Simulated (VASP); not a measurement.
MgF2:

```
Mg F
1.0
     4.61520    0.00000    0.00000
     0.00000    4.61520    0.00000
     0.00000    0.00000    3.04778
Mg F
2 4
Cartesian
  2.3076 2.3076 1.5239
  0.0000 0.0000 0.0000
  3.2172 3.2172 0.0000
  3.7056 0.9096 1.5239
  1.3980 1.3980 0.0000
  0.9096 3.7056 1.5239
```

Base run:

```yaml
Program: VASP 6.6.1
Functional: r2SCAN
Potentials_or_basis: VASP PAW PBE potentials, release 64 (Mg, F)
Cutoff: 580 eV
k_mesh: 7 × 7 × 11
Occupations: fermi-dirac, width 0.01 eV
Spin: no spin polarisation
```

Its results: band gap on the k mesh 8.04 eV; pressure -1.1 GPa; largest force 0.010 eV/Å.

Q: The run is repeated on the same cell with these changes: functional from r2SCAN to PBE; cutoff from 580 eV to 520 eV. What comes out?

A: Band gap on the k mesh 7.13 eV; pressure 4.3 GPa; largest force 0.023 eV/Å.

Caveats: the PAW data sets were made with another functional, which shifts forces and pressure a little (at least some runs); the cell stands under pressure (at least some runs).

A k mesh can miss the band edges.
